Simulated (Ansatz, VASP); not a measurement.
## Two plane-wave programs on Nb3C2

```
Nb C
1.0
     2.21820   -6.61326    0.00000
     2.21820    6.61326    0.00000
     0.00000    0.00000    4.47612
Nb C
6 4
Cartesian
  2.2182 -4.4707 2.2381
  2.2182 0.0000 2.2381
  2.2182 2.2285 0.0000
  2.2182 4.4707 2.2381
  0.0000 0.0000 0.0000
  2.2182 -2.2285 0.0000
  2.2182 -4.4060 0.0000
  2.2182 0.0000 0.0000
  0.0000 0.0000 2.2381
  2.2182 4.4060 0.0000
```

Change from the starting cell: the structure that the rattled cell fell into.

Alike in both runs: task single point; functional PBE; k mesh 4 × 4 × 4; occupations gaussian, width 0.1 eV; collinear spin.

|  | VASP | Ansatz |
| --- | --- | --- |
| version | VASP 6.6.1 | Ansatz 0.2.0 |
| potentials or method | VASP PAW PBE potentials, release 64 (Nb_sv, C), cutoff 520 eV | scalar-relativistic, plane waves, PAW |
| valence electrons in the cell | 94 | 94 |

```tsv
	VASP	Ansatz	Ansatz less VASP
gap on the k mesh at the Fermi level (eV)	none	none	-
pressure (GPa)	-0.5	-0.1	+0.42
traceless stress, the component that is largest in VASP (GPa)	0.11	0.12	+0.008
rms of the force components (eV/Å)	0.013	0.013	-0.0004
net moment per atom (μB)	0.00	0.00	0.000
```

Atom by atom the forces differ by 0.003 eV/Å (rms over components). A gap of «none» marks a metal or a gap that the smearing closes. The functional is the same, so the differences come from potentials, cutoffs and numerics. Ansatz's warnings: seeded moment not kept.

The k mesh is coarse, so the values compare programs but aren't converged.
